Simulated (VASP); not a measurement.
# BePd: single point with LDA

The system is BePd.

```xyz
2
Lattice="2.7729 0.0000 0.0000 0.0000 2.7729 0.0000 0.0000 0.0000 2.7729" Properties=species:S:1:pos:R:3 pbc="T T T"
Be    0.0000    0.0000    0.0000
Pd    1.3865    1.3865    1.3865
```

* Program: VASP 6.6.1
* Task: single point
* Functional: LDA
* Potentials or basis: VASP PAW LDA potentials, release 64 (Be, Pd)
* Cutoff: 520 eV
* k mesh: 12 × 12 × 12
* Occupations: fermi-dirac, width 0.05 eV
* Spin: no spin polarisation

| Item | Value |
| --- | --- |
| Pressure | 0.7 GPa |
| Band gap on the k mesh | zero (bands 6 and 7 overlap by 6.28 eV) |

Levels at points of the mesh, in eV from the Fermi level:
```csv
k point,band 3,band 4,band 5,band 6,band 7,band 8,band 9,band 10
"(0.00, 0.00, 0.00)",-5.95,-2.43,-2.43,-2.43,5.34,5.34,5.34,14.72
"(0.50, 0.00, 0.00)",-4.79,-4.10,-4.10,-2.28,0.01,10.38,10.38,11.50
"(0.50, 0.50, 0.00)",-3.52,-3.52,-2.02,-2.02,-1.32,5.71,6.45,8.77
"(0.50, 0.50, 0.50)",-6.77,-1.24,-1.24,4.96,5.68,5.68,5.68,6.96
```

Run time: 19 s on 1 thread of Intel Xeon 8259CL, on a shared host, peak memory 0.15 GiB.
